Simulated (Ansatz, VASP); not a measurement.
This is a calculation of TiO2 for Ansatz 0.2.0.

input.yaml

```yaml
crystal:
  lattice:
    - [-1.8794009597, 1.8794009597, 4.72537085]
    - [1.8794009597, -1.8794009597, 4.72537085]
    - [1.8794009597, 1.8794009597, -4.72537085]
  atoms:
    - { symbol: Ti, position: [0.75, 0.25, 0.5] }
    - { symbol: Ti, position: [0.0, 0.0, 0.0] }
    - { symbol: O, position: [0.7919, 0.7919, 0.0] }
    - { symbol: O, position: [0.5419, 0.0419, 0.5] }
    - { symbol: O, position: [0.9581, 0.4581, 0.5] }
    - { symbol: O, position: [0.2081, 0.2081, 0.0] }
hamiltonian:
  xc: pbe
  pseudopotentials: { kind: nc, accuracy: stringent }
kpoints:
  mp_grid: { grid: [10, 10, 10] }
scf:
  occupations: { method: fermi_dirac, width: 0.05 }
output:
  forces: true
  stress: true
  eigenvalues: true
```

Potentials or basis: PseudoDojo stringent (PBE files).

Run with:

```console
$ ansatz run input.yaml --threads 2 --pin off --max-ram 5120MiB --backend cpu --events-out ev --progress --plain --runs-dir out
```

Translate it to VASP 6.6.1. Potentials there: VASP PAW PBE potentials, release 64 (Ti_sv, O).

As run (the cutoff follows the program's own potentials):

Contents of INCAR:

```
SYSTEM = TiO2
PREC = Accurate
ENCUT = 520
EDIFF = 1E-6
ISMEAR = -1
SIGMA = 0.05
LREAL = .False.
LASPH = .True.
NELM = 80
ALGO = Normal
ISIF = 2
LWAVE = .False.
LCHARG = .True.
GGA = PE
LELF = .True.
LVHAR = .True.
NBANDS = 33
```

KPOINTS

```
Automatic mesh
0
Gamma
  10 10 10
  0 0 0
```

File POSCAR:

```
TiO2
1.0
   -1.8794009597      1.8794009597      4.7253708500
    1.8794009597     -1.8794009597      4.7253708500
    1.8794009597      1.8794009597     -4.7253708500
Ti O
2 4
Direct
    0.7500000000      0.2500000000      0.5000000000
    0.0000000000      0.0000000000      0.0000000000
    0.7919000000      0.7919000000      0.0000000000
    0.5419000000      0.0419000000      0.5000000000
    0.9581000000      0.4581000000      0.5000000000
    0.2081000000      0.2081000000      0.0000000000
```

Potentials or basis: VASP PAW PBE potentials, release 64 (Ti_sv, O).

The run is started by

```bash
$ cat potpaw_PBE.64/Ti_sv/POTCAR potpaw_PBE.64/O/POTCAR > POTCAR
$ mpirun -np 1 vasp_std > vasp.out
```

Both were run:

|  | VASP | Ansatz | Ansatz less VASP |
| --- | --- | --- | --- |
| gap on the k mesh at the Fermi level (eV) | 2.16 | 2.20 | +0.044 |
| least direct gap on the mesh (eV) | 2.49 | 2.54 | +0.049 |
| pressure (GPa) | 10.8 | 9.6 | -1.11 |
| traceless stress, the component that is largest in VASP (GPa) | 1.13 | 1.05 | -0.076 |
| rms of the force components (eV/Å) | 0.118 | 0.100 | -0.0183 |

Atom by atom the forces differ by 0.018 eV/Å (rms over components).
